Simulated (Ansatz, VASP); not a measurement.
One calculation of Ag, two programs

File INCAR:

```
PREC = Accurate
ENCUT = 500
EDIFF = 1E-6
ISMEAR = 1
SIGMA = 0.1
LREAL = F
LASPH = T
NELM = 120
ALGO = Normal
ISIF = 2
LWAVE = F
LCHARG = F
NBANDS = 18
GGA_COMPAT = F
```

Contents of KPOINTS:

```
Automatic mesh
0
Gamma
  18 18 10
```

POSCAR

```
Ag
1.0
    2.9299980804      0.0000000000      0.0000000000
   -1.4649990402      2.5374527707      0.0000000000
    0.0000000000      0.0000000000      5.4184480000
Ag
2
Direct
    0.3333333333      0.6666666667      0.2500000000
    0.6666666667      0.3333333333      0.7500000000
```

Input for Ansatz:

```yaml
crystal:
  lattice:
    - [2.9299980804, 0.0, 0.0]
    - [-1.4649990402, 2.5374527707, 0.0]
    - [0.0, 0.0, 5.418448]
  atoms:
    - { symbol: Ag, position: [0.3333333333, 0.6666666667, 0.25] }
    - { symbol: Ag, position: [0.6666666667, 0.3333333333, 0.75] }
basis:
  ecutwfc: 420
kpoints:
  mp_grid: { grid: [18, 18, 10] }
hamiltonian:
  xc: lda
scf:
  occupations: { method: methfessel_paxton, width: 0.1 }
output:
  forces: true
  stress: true
  eigenvalues: true
```

Change from the starting cell: strain +0.1312 x Voigt [0, 0, 1, 0, 0, 0], atoms carried along.

Alike in both runs: task single point; functional LDA; k mesh 18 × 18 × 10; occupations methfessel-paxton of order 1, width 0.1 eV; no spin polarisation.

```csv
,VASP,Ansatz
version,VASP 6.6.1,Ansatz 0.2.0
potentials or method,"VASP PAW LDA potentials, release 64 (Ag), cutoff 500 eV","scalar-relativistic, plane waves, PAW"
valence electrons in the cell,22,38
```

Ansatz gave:

| Property | Result |
| --- | --- |
| gap on the k mesh at the Fermi level (eV) | none |
| pressure (GPa) | -15.3 |
| traceless stress, the component that is largest in VASP (GPa) | -2.36 |

Which values does VASP return?

gap on the k mesh at the Fermi level (eV): none; pressure (GPa): -15.1; traceless stress, the component that is largest in VASP (GPa): -2.42.

LDA's correlation is that of Perdew and Zunger in VASP and of Perdew and Wang (1992) in Ansatz. A gap of «none» marks a metal or a gap that the smearing closes. VASP's potentials hold 22 valence electrons a cell and Ansatz's 38, so a difference there can come from the potentials and not from the codes.
